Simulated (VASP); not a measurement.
# Si (P6_3/mmc) in VASP: a series of runs, part 3 of 3

VASP 6.6.1.

## Step 5: Single point, r2SCAN (strain +0.040 along x and y, +0.000 along z)

POSCAR reads:

```
Si
1.0
    3.9851846937      0.0000000000      0.0000000000
   -1.9925923469      3.4512711835      0.0000000000
    0.0000000000      0.0000000000      6.3418199252
Si
4
Direct
    0.3333333333      0.6666666667      0.0630908785
    0.6666666667      0.3333333333      0.5630908785
    0.3333333333      0.6666666667      0.4369091215
    0.6666666667      0.3333333333      0.9369091215
```

INCAR.step1 reads:

```
PREC = Accurate
ENCUT = 520
ISMEAR = 0
SIGMA = 0.05
LREAL = F
LASPH = T
NELM = 60
NBANDS = 16
GGA = PE
ALGO = Normal
EDIFF = 1E-4
LWAVE = T
LCHARG = F
```

INCAR.step2 reads:

```
PREC = Accurate
ENCUT = 520
EDIFF = 1E-6
ISMEAR = 0
SIGMA = 0.05
LREAL = F
LASPH = T
NELM = 60
ALGO = Normal
ISIF = 2
LWAVE = F
LCHARG = F
METAGGA = R2SCAN
LMIXTAU = T
NBANDS = 16
ISTART = 1
```

KPOINTS reads:

```
regular mesh
0
Gamma
  12 12 4
```

Potentials or basis: VASP PAW PBE potentials, release 64 (Si).

On the command line:

```console
> cat potpaw_PBE.64/Si/POTCAR > POTCAR
> cp INCAR.step1 INCAR
> mpirun -np 1 vasp_std > vasp.out
> cp INCAR.step2 INCAR
> mpirun -np 1 vasp_std > vasp.out
```

OUTCAR:

```text
PREC = Accurate
   ENCUT = 520
   EDIFF = 1E-6
   ISMEAR = 0
   LREAL = F
   LASPH = T
   NELM = 60
   ISIF = 2
   METAGGA = R2SCAN
   ISTART = 1

 ion  position               nearest neighbor table
   1  0.333  0.667  0.063-   3 2.37   4 2.44   4 2.44   4 2.44
   2  0.667  0.333  0.563-   4 2.37   3 2.44   3 2.44   3 2.44
   3  0.333  0.667  0.437-   1 2.37   2 2.44   2 2.44   2 2.44
   4  0.667  0.333  0.937-   2 2.37   1 2.44   1 2.44   1 2.44

  LATTYP: Found a hexagonal cell.
 ALAT       =     3.9851846937
 C/A-ratio  =     1.5913490622

  Lattice vectors:

 A1 = (   3.9851846937,   0.0000000000,   0.0000000000)
 A2 = (  -1.9925923469,   3.4512711835,   0.0000000000)
 A3 = (   0.0000000000,   0.0000000000,   6.3418199252)

Analysis of symmetry for initial positions (statically):
=====================================================================
 Subroutine PRICEL returns:
 Original cell was already a primitive cell.

 Routine SETGRP: Setting up the symmetry group for a
 hexagonal supercell.

 Subroutine GETGRP returns: Found 24 space group operations
 (whereof 12 operations were pure point group operations)
 out of a pool of 24 trial point group operations.

The static configuration has the point symmetry D_3d.
 The point group associated with its full space group is D_6h.

Analysis of symmetry for dynamics (positions and initial velocities):
=====================================================================
 Subroutine PRICEL returns:
 Original cell was already a primitive cell.

 Routine SETGRP: Setting up the symmetry group for a
 hexagonal supercell.

 Subroutine GETGRP returns: Found 24 space group operations
 (whereof 12 operations were pure point group operations)
 out of a pool of 24 trial point group operations.

The dynamic configuration has the point symmetry D_3d.
 The point group associated with its full space group is D_6h.

[... 123 lines left out ...]
  volume/ion in A,a.u.               =      21.81       147.16
  Fermi-wavevector in a.u.,A,eV,Ry     =   0.930181  1.757788 11.772271  0.865238
  Thomas-Fermi vector in A             =   2.056543
   LORBIT       =      0    0 simple, 1 ext, 2 COOP (PROOUT), +10 PAW based schemes
   METAGGA = R2SCAN    functional components
   LHFCALC =     F    Hartree Fock is set to
   AEXX    =    0.0000 exact exchange contribution
   IVDW    =     0    specifies the selected vdW correction
   LEPSILON=     F    determine dielectric tensor
   LRPA    =     F    only Hartree local field effects (RPA)
 non-spin polarized calculation
 Gauss-broadening in eV      SIGMA  =   0.05
  energy-cutoff  :      520.00
  volume of cell :       87.23
 maximum number of plane-waves:      2388
 NGX is ok and might be reduce to    30
   NGX = 15   NGY = 15   NGZ = 23

 number of electron      15.9999999 magnetization

 Free energy of the ion-electron system (eV)
  ---------------------------------------------------
  ext. energy  EPLUGINS =         0.00000000
  ---------------------------------------------------
  free energy    TOTEN  =       -34.84672812 eV

  energy without entropy =      -34.84672812  energy(sigma->0) =      -34.84672812

 E-fermi :   5.3598     XC(G=0):  -9.5109

 val. band max:        5.1571371070   @ k =   0.0000   0.0000   0.0000
 cond. band min:       5.7385805806   @ k =   0.5000   0.0000   0.0000
 fundamental gap:      0.5814434736
 Fermi energy:         5.3597851031

 k-point     1 :       0.0000    0.0000    0.0000
  band No.  band energies     occupation
      1      -7.0571      2.00000
      2      -4.5867      2.00000
      3      -2.0734      2.00000
      4       3.4608      2.00000
      5       3.4608      2.00000
      6       4.8235      2.00000
[... 433 lines left out ...]
      3      -1.7459      2.00000
      4       0.1445      2.00000
      5       1.0741      2.00000
      6       2.4677      2.00000
[... 8 lines left out ...]
     15      12.2493      0.00000
     16      12.3434      0.00000

 [... further k-points ...]

------------------------ aborting loop because EDIFF is reached ----------------------------------------

  FORCE on cell =-STRESS in cart. coord.  units (eV):
  Direction    XX          YY          ZZ          XY          YZ          ZX
  --------------------------------------------------------------------------------------
  -------------------------------------------------------------------------------------
  Total       -4.8790271     -4.8790271     -0.7031215      0.0000000     -0.0000000     -0.0000000
  in kB      -89.6194693    -89.6194693    -12.9151523      0.0000000     -0.0000000     -0.0000000
  external PRESSURE =     -64.0513636 kB  Pullay stress =       0.0000000 kB

 VOLUME and BASIS-vectors are now :
 -----------------------------------------------------------------------------
  energy-cutoff  :      520.00
  volume of cell :       87.23
      direct lattice vectors                 reciprocal lattice vectors
     3.985184694  0.000000000  0.000000000     0.250929399  0.144874156  0.000000000
    -1.992592347  3.451271183  0.000000000     0.000000000  0.289748312  0.000000000
     0.000000000  0.000000000  6.341819925     0.000000000  0.000000000  0.157683443

 POSITION                                       TOTAL-FORCE (eV/Angst)
 -----------------------------------------------------------------------------------
     -0.00000      2.30085      0.40011         0.000000     -0.000000     -0.349726
      1.99259      1.15042      3.57102        -0.000000     -0.000000     -0.349726
     -0.00000      2.30085      2.77080         0.000000      0.000000      0.349726
      1.99259      1.15042      5.94171        -0.000000      0.000000      0.349726
 -----------------------------------------------------------------------------------
    total drift:                               -0.000000      0.000000     -0.000000

  FREE ENERGIE OF THE ION-ELECTRON SYSTEM (eV)
  ---------------------------------------------------
  free  energy   TOTEN  =       -34.8467281224 eV

  energy  without entropy=      -34.8467281224  energy(sigma->0) =      -34.84672812
```

OSZICAR.step1:

```text
N       E                     dE             d eps       ncg     rms          rms(c)
DAV:   1     0.258167580663E+02    0.25817E+02   -0.58224E+03  1824   0.808E+02
DAV:   2    -0.198818697264E+02   -0.45699E+02   -0.41382E+02  2488   0.119E+02
DAV:   3    -0.217721183686E+02   -0.18902E+01   -0.18715E+01  2448   0.226E+01
DAV:   4    -0.217958433937E+02   -0.23725E-01   -0.23719E-01  2296   0.323E+00
DAV:   5    -0.217962991202E+02   -0.45573E-03   -0.45563E-03  2512   0.426E-01    0.619E+00
DAV:   6    -0.216060404797E+02    0.19026E+00   -0.74238E-02  2128   0.128E+00    0.375E+00
DAV:   7    -0.215123423080E+02    0.93698E-01   -0.16588E-01  2208   0.200E+00    0.207E-01
DAV:   8    -0.215151519335E+02   -0.28096E-02   -0.12155E-02  2184   0.554E-01    0.112E-01
DAV:   9    -0.215156736763E+02   -0.52174E-03   -0.65541E-04  2480   0.143E-01    0.829E-02
DAV:  10    -0.215158297280E+02   -0.15605E-03   -0.17627E-04  2128   0.645E-02    0.131E-02
DAV:  11    -0.215158349314E+02   -0.52034E-05   -0.57898E-06  1280   0.138E-02
   1 F= -.21515835E+02 E0= -.21515835E+02  d E =-.185690E-10
```

It took 1.9 min on 1 thread of Intel Xeon 6975P-C (Granite Rapids), shared host; peak memory 0.23 GiB.

Results:

```
Free energy            : -34.8467 eV
Pressure               : -6.4 GPa
Largest force          : 0.350 eV/Å
Band gap on the k mesh : 0.58 eV (least direct gap 0.71 eV)
```

Forces in eV/Å, atoms in the order of the input:
```
Si   0.000  0.000 -0.350
Si   0.000  0.000 -0.350
Si   0.000  0.000  0.350
Si   0.000  0.000  0.350
```

Levels at points of the mesh, in eV from the valence-band top:
```csv
k point,band 6,band 7,band 8,band 9,band 10,band 11
"(0.00, 0.00, 0.00)",-0.33,0.00,0.00,0.71,1.98,1.98
"(0.50, 0.00, 0.00)",-3.13,-2.90,-1.35,0.58,2.55,3.20
"(0.00, 0.00, 0.50)",-1.05,-1.05,-1.05,1.59,1.59,3.08
"(0.50, 0.00, 0.50)",-2.44,-2.33,-2.33,1.12,1.12,2.17
```

Caveat: the cell differs from its parent crystal (strain +0.040 along x and y, +0.000 along z); the stress differs along the axes, from -9 to -1 GPa; the PAW data sets were made with another functional, which shifts forces and pressure a little. A k mesh can miss the band edges.

## Step 6: Summary

```tsv
cell	gap on the mesh (eV)	pressure (GPa)	largest force (eV/Å)
a = 3.985, b = 3.985, c = 6.088 Å, angles 90.0, 90.0, 120.0°, 4 atoms	0.28	-2.6	0.93
a = 4.138, b = 4.138, c = 5.834 Å, angles 90.0, 90.0, 120.0°, 4 atoms	none	-2.4	2.13
a = 3.832, b = 3.832, c = 6.849 Å, angles 90.0, 90.0, 120.0°, 4 atoms	0.91	-5.9	0.33
a = 3.985, b = 3.985, c = 6.342 Å, angles 90.0, 90.0, 120.0°, 4 atoms	0.58	-6.4	0.35
```

Alike in all rows: task single point; level r2SCAN; potentials or basis VASP PAW PBE potentials, release 64 (Si); no spin polarisation; k mesh 12 × 12 × 4; cutoff (eV) 520; smearing gaussian 0.05 eV.

Caveats: the PAW data sets were made with another functional, which shifts forces and pressure a little; the stress differs along the axes, from -9 to 10 GPa (at least some runs); the stress differs along the axes, from -15 to 23 GPa (at least some runs); semilocal functionals underestimate gaps, and a narrow one can read as zero (at least some runs); the stress differs along the axes, from -15 to -1 GPa (at least some runs); the stress differs along the axes, from -9 to -1 GPa (at least some runs).

Absolute energies hang on the potentials; compare differences alone.

The gap in the log of VASP goes by the Fermi energy; the results here count the filled bands.